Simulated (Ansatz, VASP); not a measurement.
Sb: VASP beside Ansatz

File INCAR:

```
PREC = Accurate ; ENCUT = 500
EDIFF = 1E-6 ; ISMEAR = -1
SIGMA = 0.05 ; LREAL = F
LASPH = T ; NELM = 120
ALGO = Normal ; ISIF = 2
LWAVE = F ; LCHARG = T
GGA = B5 ; ALDAX = 1.0
AGGAX = 1.0 ; AGGAC = 1.0
ALDAC = 0.0 ; LELF = T
LVHAR = T ; NBANDS = 22
GGA_COMPAT = F
```

File KPOINTS:

```
regular mesh
0
Gamma
  4 4 4
```

Contents of POSCAR:

```
Sb
1.0
    2.1542000000      1.2437279499      3.7580000000
   -2.1542000000      1.2437279499      3.7580000000
    0.0000000000     -2.4874558998      3.7580000000
Sb
2
Direct
    0.7665100000      0.7665100000      0.7665100000
    0.2334900000      0.2334900000      0.2334900000
```

File input.yaml:

```yaml
crystal:
  lattice:
    - [2.1542, 1.2437279499, 3.758]
    - [-2.1542, 1.2437279499, 3.758]
    - [0.0, -2.4874558998, 3.758]
  atoms:
    - { symbol: Sb, position: [0.76651, 0.76651, 0.76651] }
    - { symbol: Sb, position: [0.23349, 0.23349, 0.23349] }
hamiltonian:
  xc: blyp
  pseudopotentials: { kind: paw }
kpoints:
  mp_grid: { grid: [4, 4, 4] }
  band_path:
    path:
      - [[0.0, 0.0, 0.0], [0.5, 0.0, 0.0], [0.5, 0.2396873643, -0.2396873643]]
      - [[0.7603126357, 0.5, 0.2396873643], [0.5, 0.5, 0.5], [0.0, 0.0, 0.0], [0.3698436821, 0.0, -0.3698436821]]
      - [[0.6301563179, 0.3698436821, 0.0], [0.5, 0.5, 0.0], [0.6301563179, 0.6301563179, 0.2396873643], [0.5, 0.5, 0.5]]
      - [[0.5, 0.0, 0.0], [0.7603126357, 0.3698436821, 0.3698436821]]
    npoints: 14
scf:
  occupations: { method: fermi_dirac, width: 0.05 }
  n_extra_bands: 6
output:
  forces: true
  stress: true
  eigenvalues: true
  fatbands: false
```

Alike in both runs: functional BLYP; k mesh 4 × 4 × 4; occupations fermi-dirac, width 0.05 eV; no spin polarisation.

|  | VASP | Ansatz |
| --- | --- | --- |
| version | VASP 6.6.1 | Ansatz 0.2.0 |
| potentials or method | VASP PAW PBE potentials, release 64 (Sb_d_GW) | Ansatz PAW |
| plane-wave cutoff (eV) | 500 | 420 |
| valence electrons in the cell | 30 | 30 |
| task | single point | band structure |

|  | VASP | Ansatz | Ansatz less VASP |
| --- | --- | --- | --- |
| pressure (GPa) | 6.9 | 6.8 | -0.04 |
| traceless stress, the component that is largest in VASP (GPa) | -0.78 | -0.77 | +0.012 |
| rms of the force components (eV/Å) | 0.040 | 0.048 | +0.0081 |

VASP's potentials were made for PBE, not for BLYP. Atom by atom the forces differ by 0.008 eV/Å (rms over components). The functional is the same, so the differences come from potentials, cutoffs and numerics.

The k mesh is coarse, so the values compare programs but aren't converged. Neither program's run includes spin-orbit coupling.
